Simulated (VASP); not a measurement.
Write the native input for VASP 6.6.1 that does the following.

- Task: single point
- Functional: PBE
- Potentials or basis: VASP PAW PBE potentials, release 64 (C, O)
- Cutoff: 520 eV
- k mesh: 4 × 4 × 4
- Occupations: fermi-dirac, width 0.02 eV
- Spin: no spin polarisation
- Dipole correction: no
- Further INCAR settings: ALGO = Normal; EDIFF = 1e-06; NBANDS = 44

The structure of CO2 lies in POSCAR:

```
CO2
1.0
    5.6200000000      0.0000000000      0.0000000000
    0.0000000000      5.6200000000      0.0000000000
    0.0000000000      0.0000000000      5.6200000000
C O
4 8
Direct
    0.0000000000      0.0000000000      0.0000000000
    0.5000000000      0.0000000000      0.5000000000
    0.5000000000      0.5000000000      0.0000000000
    0.0000000000      0.5000000000      0.5000000000
    0.1200167708      0.1200167708      0.1200167708
    0.3799832292      0.8799832292      0.6200167708
    0.6200167708      0.3799832292      0.8799832292
    0.8799832292      0.6200167708      0.3799832292
    0.8799832292      0.8799832292      0.8799832292
    0.6200167708      0.1200167708      0.3799832292
    0.3799832292      0.6200167708      0.1200167708
    0.1200167708      0.3799832292      0.6200167708
```

One way to write it, as run:

INCAR

```
SYSTEM = CO2
PREC     = Accurate       ! precision mode
ENCUT    = 520            ! plane-wave cutoff, eV
EDIFF    = 1E-6           ! SCF threshold, eV
ISMEAR   = -1             ! smearing method
SIGMA    = 0.02           ! smearing width, eV
LREAL    = .FALSE.        ! projectors in reciprocal space
LASPH    = .TRUE.         ! aspherical terms in the spheres
NELM     = 80             ! most SCF steps
ALGO     = Normal         ! electronic algorithm
ISIF     = 2              ! what is computed and relaxed
LWAVE    = .FALSE.        ! write WAVECAR
LCHARG   = .TRUE.         ! write CHGCAR
GGA      = PE             ! functional
LELF     = .TRUE.         ! ELF
LVHAR    = .TRUE.       
NBANDS   = 44             ! bands
```

KPOINTS

```
regular mesh
0
G
  4 4 4
  0 0 0
```

Potentials or basis: VASP PAW PBE potentials, release 64 (C, O).

Run with:

```sh
$ cat potpaw_PBE.64/C/POTCAR potpaw_PBE.64/O/POTCAR > POTCAR
$ mpirun -np 1 vasp_std > vasp.out
```

Results of the run:

- Pressure: 2.9 GPa
- Largest force: 0.652 eV/Å
- Band gap on the k mesh: 6.77 eV, direct

Wall time 56 s on 1 thread of Intel(R) Xeon(R) Platinum 8375C CPU @ 2.90GHz (Ice Lake) (shared host), peak memory 0.27 GiB.
